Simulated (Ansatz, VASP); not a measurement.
**One calculation of Si2Mo, two programs**

```
Si Mo
1.0
    -1.68383    1.68383    3.50913
     1.68383   -1.68383    3.50913
     1.68383    1.68383   -3.50913
Si Mo
2 1
Direct
  0.33506 0.33506 0.00000
  0.66494 0.66494 0.00000
  0.00000 0.00000 0.00000
```

Alike in both runs: task single point; functional PBEsol; k mesh 24 × 24 × 24; occupations gaussian, width 0.15 eV; no spin polarisation.

|  | VASP | Ansatz |
| --- | --- | --- |
| version | VASP 6.6.1 | Ansatz 0.2.0 |
| potentials or method | VASP PAW PBE potentials, release 64 (Si, Mo_sv), cutoff 520 eV | scalar-relativistic, plane waves, PAW |
| valence electrons in the cell | 22 | 22 |

Ansatz gave:

* gap on the k mesh at the Fermi level (eV): none
* pressure (GPa): 10.2
* traceless stress, the component that is largest in VASP (GPa): 50.09
* rms of the force components (eV/Å): 0.089

Q: Estimate VASP's values.

A: gap on the k mesh at the Fermi level (eV): none; pressure (GPa): 10.5; traceless stress, the component that is largest in VASP (GPa): 50.19; rms of the force components (eV/Å): 0.093.

VASP's potentials were made for PBE, not for PBEsol. Atom by atom the forces differ by 0.004 eV/Å (rms over components). A gap of «none» marks a metal or a gap that the smearing closes. The functional is the same, so the differences come from potentials, cutoffs and numerics.
